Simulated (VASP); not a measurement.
**Nb3N5: single point with PBEsol**

The system is Nb3N5.

```
CELL_PARAMETERS angstrom
1.90237 -5.00871 0.00000
1.90237 5.00871 0.00000
0.00000 0.00000 9.99212
ATOMIC_POSITIONS crystal
Nb 0.86754 0.13246 0.44087
Nb 0.86754 0.13246 0.05913
Nb 0.79616 0.20384 0.75000
Nb 0.20384 0.79616 0.25000
Nb 0.13246 0.86754 0.55913
Nb 0.13246 0.86754 0.94087
N 0.68931 0.31069 0.92818
N 0.95325 0.04675 0.62296
N 0.95325 0.04675 0.87704
N 0.68931 0.31069 0.57182
N 0.76638 0.23362 0.25000
N 0.04675 0.95325 0.37704
N 0.31069 0.68931 0.07182
N 0.31069 0.68931 0.42818
N 0.23362 0.76638 0.75000
N 0.04675 0.95325 0.12296
```

```yaml
Program: VASP 6.6.1
Task: single point
Functional: PBEsol
Potentials_or_basis: VASP PAW PBE potentials, release 64 (Nb_sv, N)
Cutoff: 600 eV
k_mesh: 8 × 8 × 4
Occupations: gaussian, width 0.02 eV
Spin: no spin polarisation
Dipole_correction: no
Further_INCAR_settings: ALGO = Normal; EDIFF = 1e-06; NBANDS = 78
```

* Pressure: 16.0 GPa
* Largest force: 0.008 eV/Å
* Band gap on the k mesh: 0.67 eV (least direct gap 1.00 eV)

Forces in eV/Å, atoms in the order of the input:
```
Nb   0.000 -0.004  0.003
Nb   0.000 -0.004 -0.003
Nb   0.000 -0.008  0.000
Nb   0.000  0.008  0.000
Nb   0.000  0.004 -0.003
Nb   0.000  0.004  0.003
N    0.000  0.002  0.000
N    0.000  0.002 -0.002
N    0.000  0.002  0.002
N    0.000  0.002  0.000
N    0.000  0.001  0.000
N    0.000 -0.002  0.002
N    0.000 -0.002  0.000
N    0.000 -0.002  0.000
N    0.000 -0.001  0.000
N    0.000 -0.002 -0.002
```

Levels at points of the mesh, in eV from the valence-band top:
```
           k point  band 60  band 61  band 62  band 63  band 64  band 65  band 66  band 67  band 68  band 69
(0.00, 0.00, 0.00)    -0.85    -0.78    -0.66    -0.15    -0.12     0.93     1.17     1.58     1.86     2.36
(0.50, 0.00, 0.00)    -1.52    -1.16    -1.14    -0.56    -0.50     1.28     1.39     2.24     2.64     2.74
(0.50, 0.50, 0.00)    -1.28    -1.11    -0.95    -0.70    -0.39     0.67     1.48     1.97     2.48     2.63
(0.00, 0.00, 0.50)    -1.16    -0.91    -0.91    -0.46    -0.46     1.09     1.09     2.08     2.08     2.11
(0.50, 0.00, 0.50)    -2.07    -0.83    -0.83    -0.57    -0.57     1.52     1.52     2.34     2.34     2.79
(0.50, 0.50, 0.50)    -1.54    -1.18    -1.18    -0.69    -0.69     1.13     1.13     2.35     2.35     2.60
```

It took 17 min on 1 thread of Intel(R) Xeon(R) 6975P-C (Granite Rapids), with other jobs on the host, peak memory 0.97 GiB.

Caveat: the cell stands under pressure; semilocal functionals underestimate gaps, and a narrow one can read as zero; the PAW data sets were made with another functional, which shifts forces and pressure a little. A k mesh can miss the band edges.
